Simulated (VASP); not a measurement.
Ag, 1 atom in the cell. It takes space group Fm-3m (No. 225, cubic). Conventional cell: a = 4.084 Å, b = 4.084 Å, c = 4.084 Å, α = 90.00°, β = 90.00°, γ = 90.00°. Ag (site symmetry m-3m) has 12 Ag at 2.89 Å within 3.8 Å. 

| Property | Result |
| --- | --- |
| Program | VASP 6.6.1 |
| Task | single point |
| Functional | PBE |
| Dispersion | D3(BJ) |
| Potentials or basis | VASP PAW PBE potentials, release 64 (Ag) |
| Cutoff | 520 eV |
| k mesh | 11 × 11 × 11 |
| Occupations | fermi-dirac, width 0.05 eV |
| Spin | no spin polarisation |
| Dipole correction | no |
| Further INCAR settings | ALGO = Fast; EDIFF = 1e-07; NBANDS = 12 |

Potentials or basis: VASP PAW PBE potentials, release 64 (Ag).

Launch:

```bash
$ cat potpaw_PBE.64/Ag/POTCAR > POTCAR
$ mpirun -np 1 vasp_std > vasp.out
```

Hardware: 1 thread of Intel(R) Xeon(R) Platinum 8488C (Sapphire Rapids), on a shared host.

Q: Estimate the wall time of this run.

A: It took 7.6 s on 1 thread of Intel(R) Xeon(R) Platinum 8488C (Sapphire Rapids), on a shared host, peak memory 0.15 GiB. Counts: scf iterations 13, k points 56.
